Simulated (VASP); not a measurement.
# CrMo3 (Pm-3m) in VASP: notebook

Runs on CrMo3. Level: PBE. Tasks: single point, relaxation of cell and atoms.

Everything below comes from runs of VASP 6.6.1. Logs are shortened: lines on timing, memory, paths and dates and some standing lists are left out, and cuts for length are marked.

### Step 1. The cell of the first run

Symmetry: Pm-3m, No. 221, cubic system. The conventional cell has a = 3.937 Å, b = 3.937 Å, c = 3.937 Å, α = 90.00°, β = 90.00°, γ = 90.00°. Cr (site symmetry m-3m) has 12 Mo at 2.78 Å within 3.7 Å. Mo (site symmetry 4/mmm) has 4 Cr at 2.78 Å and 8 Mo at 2.78 Å within 3.7 Å.

### Step 2. Single point, PBE, collinear spin, ferromagnetic start

The input, INCAR:

```
SYSTEM = CrMo3
PREC = Accurate
ENCUT = 520
EDIFF = 1E-7
ISMEAR = 0
SIGMA = 0.1
LREAL = .False.
LASPH = .True.
NELM = 150
ALGO = Normal
ISIF = 2
LWAVE = .False.
LCHARG = .False.
ISPIN = 2
MAGMOM = 0.19 0 0 0
LORBIT = 11
LMAXMIX = 4
GGA = PE
NBANDS = 39
```

The input, KPOINTS:

```
regular mesh
0
Gamma
  4 4 4
  0 0 0
```

The input, POSCAR:

```
CrMo3
1.0
    3.9374132630      0.0000000000      0.0000000000
    0.0000000000      3.9374132630      0.0000000000
    0.0000000000      0.0000000000      3.9374132630
Cr Mo
1 3
Direct
    0.0000000000      0.0000000000      0.0000000000
    0.0000000000      0.5000000000      0.5000000000
    0.5000000000      0.0000000000      0.5000000000
    0.5000000000      0.5000000000      0.0000000000
```

Potentials or basis: VASP PAW PBE potentials, release 64 (Cr_pv, Mo_sv).

Command:

```
cat potpaw_PBE.64/Cr_pv/POTCAR potpaw_PBE.64/Mo_sv/POTCAR > POTCAR
mpirun -np 1 vasp_std > vasp.out
```

OUTCAR:

```text
SYSTEM = CrMo3
   PREC = Accurate
   ENCUT = 520
   EDIFF = 1E-7
   ISMEAR = 0
   LREAL = .False.
   LASPH = .True.
   NELM = 150
   ISIF = 2
   ISPIN = 2
   LORBIT = 11
   GGA = PE

 ion  position               nearest neighbor table
   1  0.000  0.000  0.000-   2 2.78   3 2.78   4 2.78   2 2.78   3 2.78   2 2.78   4 2.78   2 2.78
                             3 2.78   4 2.78   3 2.78   4 2.78
   2  0.000  0.500  0.500-   1 2.78   3 2.78   4 2.78   1 2.78   4 2.78   1 2.78   3 2.78   1 2.78
                             3 2.78   4 2.78   4 2.78   3 2.78
   3  0.500  0.000  0.500-   1 2.78   2 2.78   4 2.78   1 2.78   4 2.78   2 2.78   4 2.78   4 2.78
                             1 2.78   2 2.78   1 2.78   2 2.78
   4  0.500  0.500  0.000-   1 2.78   2 2.78   3 2.78   2 2.78   3 2.78   1 2.78   3 2.78   3 2.78
                             1 2.78   2 2.78   2 2.78   1 2.78

  LATTYP: Found a simple cubic cell.
 ALAT       =     3.9374132630

  Lattice vectors:

 A1 = (   3.9374132630,   0.0000000000,   0.0000000000)
 A2 = (   0.0000000000,   3.9374132630,   0.0000000000)
 A3 = (   0.0000000000,   0.0000000000,   3.9374132630)

Analysis of symmetry for initial positions (statically):
=====================================================================
 Subroutine PRICEL returns:
 Original cell was already a primitive cell.

 Routine SETGRP: Setting up the symmetry group for a
 simple cubic supercell.

 Subroutine GETGRP returns: Found 48 space group operations
 (whereof 48 operations were pure point group operations)
 out of a pool of 48 trial point group operations.

The static configuration has the point symmetry O_h .

Analysis of symmetry for dynamics (positions and initial velocities):
=====================================================================
 Subroutine PRICEL returns:
 Original cell was already a primitive cell.

 Routine SETGRP: Setting up the symmetry group for a
 simple cubic supercell.

 Subroutine GETGRP returns: Found 48 space group operations
 (whereof 48 operations were pure point group operations)
 out of a pool of 48 trial point group operations.

The dynamic configuration has the point symmetry O_h .

Analysis of structural, dynamic, and magnetic symmetry:
=====================================================================
 Subroutine PRICEL returns:
 Original cell was already a primitive cell.

 Routine SETGRP: Setting up the symmetry group for a
 simple cubic supercell.

 Subroutine GETGRP returns: Found 48 space group operations
 (whereof 48 operations were pure point group operations)
 out of a pool of 48 trial point group operations.

The overall configuration has the point symmetry O_h .

 Subroutine INISYM returns: Found 48 space group operations
 (whereof 48 operations are pure point group operations),
 and found     1 'primitive' translations

----------------------------------------------------------------------------------------

                                     Primitive cell

  volume of cell :      61.0426

  direct lattice vectors                    reciprocal lattice vectors
     3.937413263  0.000000000  0.000000000     0.253973849  0.000000000  0.000000000
     0.000000000  3.937413263  0.000000000     0.000000000  0.253973849  0.000000000
     0.000000000  0.000000000  3.937413263     0.000000000  0.000000000  0.253973849

  length of vectors
     3.937413263  3.937413263  3.937413263     0.253973849  0.253973849  0.253973849

  position of ions in fractional coordinates (direct lattice)
     0.000000000  0.000000000  0.000000000
     0.000000000  0.500000000  0.500000000
     0.500000000  0.000000000  0.500000000
     0.500000000  0.500000000  0.000000000

  ion indices of the primitive-cell ions
   primitive index   ion index
                 1           1
                 2           2
                 3           3
                 4           4

----------------------------------------------------------------------------------------

 KPOINTS: regular mesh

Automatic generation of k-mesh.
 Grid dimensions read from file:
 generate k-points for:    4    4    4

 Generating k-lattice:

  Cartesian coordinates                     Fractional coordinates (reciprocal lattice)
     0.063493462  0.000000000  0.000000000     0.250000000  0.000000000  0.000000000
     0.000000000  0.063493462  0.000000000     0.000000000  0.250000000  0.000000000
     0.000000000  0.000000000  0.063493462     0.000000000  0.000000000  0.250000000

  Length of vectors
     0.063493462  0.063493462  0.063493462

  Shift w.r.t. Gamma in fractional coordinates (k-lattice)
     0.000000000  0.000000000  0.000000000

 Subroutine IBZKPT returns following result:
 ===========================================

 Found     10 irreducible k-points:

 Following reciprocal coordinates:
            Coordinates               Weight
  0.000000  0.000000  0.000000      1.000000
  0.250000  0.000000  0.000000      6.000000
  0.500000  0.000000  0.000000      3.000000
  0.250000  0.250000  0.000000     12.000000
  0.500000  0.250000  0.000000     12.000000
  0.500000  0.500000  0.000000      3.000000
  0.250000  0.250000  0.250000      8.000000
  0.500000  0.250000  0.250000     12.000000
  0.500000  0.500000  0.250000      6.000000
  0.500000  0.500000  0.500000      1.000000
   k-points           NKPTS =     10   k-points in BZ     NKDIM =     10   number of bands    NBANDS=     39
   number of dos      NEDOS =    301   number of ions     NIONS =      4
   total plane-waves  NPLWV =  27000
   dimension x,y,z NGX =    30 NGY =   30 NGZ =   30
   dimension x,y,z NGXF=    60 NGYF=   60 NGZF=   60
   ions per type =               1   3
   NGX,Y,Z   is equivalent  to a cutoff of  12.67, 12.67, 12.67 a.u.
   NGXF,Y,Z  is equivalent  to a cutoff of  25.33, 25.33, 25.33 a.u.
 SYSTEM =  CrMo3
   PREC   = accura    normal or accurate (medium, high low for compatibility)
   ISTART =      0    job   : 0-new  1-cont  2-samecut
   ICHARG =      2    charge: 1-file 2-atom 10-const
   ISPIN  =      2    spin polarized calculation?
   LNONCOLLINEAR =      F non collinear calculations
   LSORBIT =      F    spin-orbit coupling
   LASPH  =      T    aspherical Exc in radial PAW
   ENCUT  =  520.0 eV  38.22 Ry    6.18 a.u.   7.32  7.32  7.32*2*pi/ulx,y,z
   NELM   =    150;   NELMIN=  2; NELMDL= -5     # of ELM steps
   EDIFF  = 0.1E-06   stopping-criterion for ELM
   LREAL  =      F    real-space projection
   EDIFFG = 0.1E-05   stopping-criterion for IOM
   NSW    =      0    number of steps for IOM
   IBRION =     -1    ionic relax: 0-MD 1-quasi-New 2-CG
   NFREE  =      0    steps in history (QN), initial steepest desc. (CG)
   ISIF   =      2    stress and relaxation
   ISYM   =      2    0-nonsym 1-usesym 2-fastsym
   POTIM  = 0.5000    time-step for ionic-motion
   TEBEG  =    0.0;   TEEND  =   0.0 temperature during run
   PSTRESS=    0.0 pullay stress
   NELECT =      54.0000    total number of electrons
   NUPDOWN=      -1.0000    fix difference up-down
   EMIN   =  10.00;   EMAX   =-10.00  energy-range for DOS
   EFERMI =   0.00;   METHOD = LEGACY
   ISMEAR =     0;   SIGMA  =   0.10  broadening in eV -4-tet -1-fermi 0-gaus
   EFERMI_NEDOS =   21; number of points for ismear=-14 and -15
   IALGO  =     38    algorithm
   IMIX   =      4    mixing-type and parameters
     AMIX     =   0.40;   BMIX     =  1.00
     AMIX_MAG =   1.60;   BMIX_MAG =  1.00
  volume/ion in A,a.u.               =      15.26       102.98
  Fermi-wavevector in a.u.,A,eV,Ry     =   1.571551  2.969800 33.603286  2.469772
  Thomas-Fermi vector in A             =   2.673118
   LORBIT       =     11    0 simple, 1 ext, 2 COOP (PROOUT), +10 PAW based schemes
   GGA     = PE    functional components
   LHFCALC =     F    Hartree Fock is set to
   AEXX    =    0.0000 exact exchange contribution
   IVDW    =     0    specifies the selected vdW correction
   LEPSILON=     F    determine dielectric tensor
   LRPA    =     F    only Hartree local field effects (RPA)
 spin polarized calculation
 Gauss-broadening in eV      SIGMA  =   0.10
  energy-cutoff  :      520.00
  volume of cell :       61.04
 maximum number of plane-waves:      1671
 NGX is ok and might be reduce to    30
   NGX = 15   NGY = 15   NGZ = 15

 number of electron      54.0000017 magnetization      -0.0002274

 number of electron      54.0000017 magnetization       0.0001828

 Free energy of the ion-electron system (eV)
  ---------------------------------------------------
  ext. energy  EPLUGINS =         0.00000000
  ---------------------------------------------------
  free energy    TOTEN  =       -40.42759074 eV

  energy without entropy =      -40.38899632  energy(sigma->0) =      -40.40829353

 E-fermi :  11.1666     XC(G=0): -13.1840

 val. band max:       11.0639872870   @ k =   0.2500   0.0000   0.0000
 cond. band min:      11.2078062517   @ k =   0.5000   0.2500   0.2500
 fundamental gap:      0.1438189647
 Fermi energy:        11.1666209325

 spin component 1

 k-point     1 :       0.0000    0.0000    0.0000
  band No.  band energies     occupation
      1     -49.4657      1.00000
      2     -49.1956      1.00000
      3     -49.1956      1.00000
      4     -31.5380      1.00000
      5     -31.5380      1.00000
      6     -31.5380      1.00000
[... 31 lines left out ...]
     38      16.1278      0.00000
     39      16.1278      0.00000

 k-point     2 :       0.2500    0.0000    0.0000
  band No.  band energies     occupation
      1     -49.4317      1.00000
      2     -49.2303      1.00000
      3     -49.1952      1.00000
      4     -31.5367      1.00000
      5     -31.5367      1.00000
      6     -31.5366      1.00000
[... 325 lines left out ...]
     38      16.6789      0.00000
     39      16.6789      0.00000

 k-point    10 :       0.5000    0.5000    0.5000
  band No.  band energies     occupation
      1     -49.2839      1.00000
      2     -49.2839      1.00000
      3     -49.2839      1.00000
      4     -31.5441      1.00000
      5     -31.5441      1.00000
      6     -31.5441      1.00000
[... 31 lines left out ...]
     38      15.5188      0.00000
     39      15.5188      0.00000
 Fermi energy:        11.1666209325

 spin component 2

 k-point     1 :       0.0000    0.0000    0.0000
  band No.  band energies     occupation
      1     -49.4657      1.00000
      2     -49.1956      1.00000
      3     -49.1956      1.00000
      4     -31.5378      1.00000
      5     -31.5378      1.00000
      6     -31.5378      1.00000
[... 31 lines left out ...]
     38      16.1278      0.00000
     39      16.1278      0.00000

 k-point     2 :       0.2500    0.0000    0.0000
  band No.  band energies     occupation
      1     -49.4317      1.00000
      2     -49.2303      1.00000
      3     -49.1952      1.00000
      4     -31.5365      1.00000
      5     -31.5365      1.00000
      6     -31.5364      1.00000
[... 325 lines left out ...]
     38      16.6790      0.00000
     39      16.6790      0.00000

 k-point    10 :       0.5000    0.5000    0.5000
  band No.  band energies     occupation
      1     -49.2839      1.00000
      2     -49.2839      1.00000
      3     -49.2839      1.00000
      4     -31.5440      1.00000
      5     -31.5440      1.00000
      6     -31.5440      1.00000
[... 31 lines left out ...]
     38      15.5188      0.00000
     39      15.5188      0.00000

------------------------ aborting loop because EDIFF is reached ----------------------------------------

  FORCE on cell =-STRESS in cart. coord.  units (eV):
  Direction    XX          YY          ZZ          XY          YZ          ZX
  --------------------------------------------------------------------------------------
  -------------------------------------------------------------------------------------
  Total       -0.7047350     -0.7047350     -0.7047350      0.0000000     -0.0000000      0.0000000
  in kB      -18.4970899    -18.4970899    -18.4970899      0.0000000     -0.0000000      0.0000000
  external PRESSURE =     -18.4970899 kB  Pullay stress =       0.0000000 kB

 VOLUME and BASIS-vectors are now :
 -----------------------------------------------------------------------------
  energy-cutoff  :      520.00
  volume of cell :       61.04
      direct lattice vectors                 reciprocal lattice vectors
     3.937413263  0.000000000  0.000000000     0.253973849  0.000000000  0.000000000
     0.000000000  3.937413263  0.000000000     0.000000000  0.253973849  0.000000000
     0.000000000  0.000000000  3.937413263     0.000000000  0.000000000  0.253973849

 POSITION                                       TOTAL-FORCE (eV/Angst)
 -----------------------------------------------------------------------------------
      0.00000      0.00000      0.00000         0.000000      0.000000      0.000000
      0.00000      1.96871      1.96871         0.000000      0.000000      0.000000
      1.96871      0.00000      1.96871         0.000000      0.000000      0.000000
      1.96871      1.96871      0.00000         0.000000      0.000000      0.000000
 -----------------------------------------------------------------------------------
    total drift:                                0.000000      0.000000     -0.000000

  FREE ENERGIE OF THE ION-ELECTRON SYSTEM (eV)
  ---------------------------------------------------
  free  energy   TOTEN  =       -40.4275907363 eV

  energy  without entropy=      -40.3889963156  energy(sigma->0) =      -40.40829353

 total charge

# of ion       s       p       d       tot
------------------------------------------
    1        0.400   6.325   4.087  10.812
    2        2.390   6.181   3.916  12.487
    3        2.390   6.181   3.916  12.487
    4        2.390   6.181   3.916  12.487
--------------------------------------------------
tot          7.568  24.868  15.835  48.271

 magnetization (x)

# of ion       s       p       d       tot
------------------------------------------
    1        0.000   0.000   0.000   0.000
    2       -0.000   0.000   0.000   0.000
    3       -0.000   0.000   0.000   0.000
    4       -0.000   0.000   0.000   0.000
--------------------------------------------------
tot         -0.000   0.000   0.000   0.000
```

Wall time 30 s (1 thread of Intel Xeon 6975P-C (Granite Rapids), shared host); peak memory 0.2 GiB.

Results:

```yaml
Free_energy: -40.4276 eV
Pressure: -1.8 GPa
Band_gap_on_the_k_mesh: zero (filled and empty bands overlap)
Net_moment: 0.00 μB per cell
Valence_electrons_inside_the_program's_atomic_spheres: Cr 10.81; Mo 12.49
```

Caveat: the k points lie up to 0.40 Å⁻¹ apart, too coarse for converged energies and pressures of a metal.

(Part 1 of 2 ends here.)
